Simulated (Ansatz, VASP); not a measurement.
# Two plane-wave programs on Sb

Contents of INCAR:

```
  PREC = Accurate
  ENCUT = 520
  EDIFF = 1E-7
  ISMEAR = -1
  SIGMA = 0.02
  LREAL = False
  LASPH = True
  NELM = 60
  ALGO = Normal
  ISIF = 2
  LWAVE = False
  LCHARG = False
  LDIPOL = True
  IDIPOL = 3
  DIPOL = 0.5 0.5 0.345
  GGA = PE
  NBANDS = 12
```

KPOINTS

```
regular mesh
0
Gamma
  12 12 1
```

The input POSCAR:

```
Sb
1.0
    4.0436052452      0.0000000000      0.0000000000
   -2.0218026226      3.5551927566      0.0000000000
    0.0000000000      0.0000000000     26.8552477996
Sb
2
Direct
    0.3339665442      0.6679330883      0.3147753458
    0.6660334558      0.3320669117      0.3751316712
```

Input for Ansatz:

```yaml
crystal:
  lattice:
    - [4.0436052452, 0.0, 0.0]
    - [-2.0218026226, 3.5551927566, 0.0]
    - [0.0, 0.0, 26.8552477996]
  atoms:
    - { symbol: Sb, position: [0.3339665442, 0.6679330883, 0.3147753458] }
    - { symbol: Sb, position: [0.6660334558, 0.3320669117, 0.3751316712] }
  periodic: [true, true, false]
kpoints:
  mp_grid: { grid: [12, 12, 1] }
  band_path:
    path:
      - [0.0, 0.0, 0.0]
      - [0.5, 0.0, 0.0]
      - [0.3333333333, 0.3333333333, 0.0]
      - [0.309896, -0.002604, 0.0]
    npoints: 1
hamiltonian:
  xc: pbe
scf:
  occupations: { method: fermi_dirac, width: 0.02 }
  n_extra_bands: 4
output:
  forces: true
  stress: true
  eigenvalues: true
  write_density: true
  write_potential: true
  elf: true
  volumetric_format: npy
```

Change from the starting cell: uniaxial_x strain -1.5%.

Alike in both runs: task single point; functional PBE; k mesh 12 × 12 × 1; occupations fermi-dirac, width 0.02 eV; no spin polarisation.

|  | VASP | Ansatz |
| --- | --- | --- |
| version | VASP 6.6.1 | Ansatz 0.2.0 |
| potentials or method | VASP PAW PBE potentials, release 64 (Sb) | plane waves, PAW |
| plane-wave cutoff (eV) | 520 | 420 |
| valence electrons in the cell | 10 | 30 |

```csv
,VASP,Ansatz,Ansatz less VASP
gap on the k mesh at the Fermi level (eV),1.20,1.19,-0.006
rms of the force components (eV/Å),0.218,0.163,-0.0550
```

Atom by atom the forces differ by 0.055 eV/Å (rms over components). VASP's potentials hold 10 valence electrons a cell and Ansatz's 30, so a difference there can come from the potentials and not from the codes.

Neither program's run includes spin-orbit coupling.
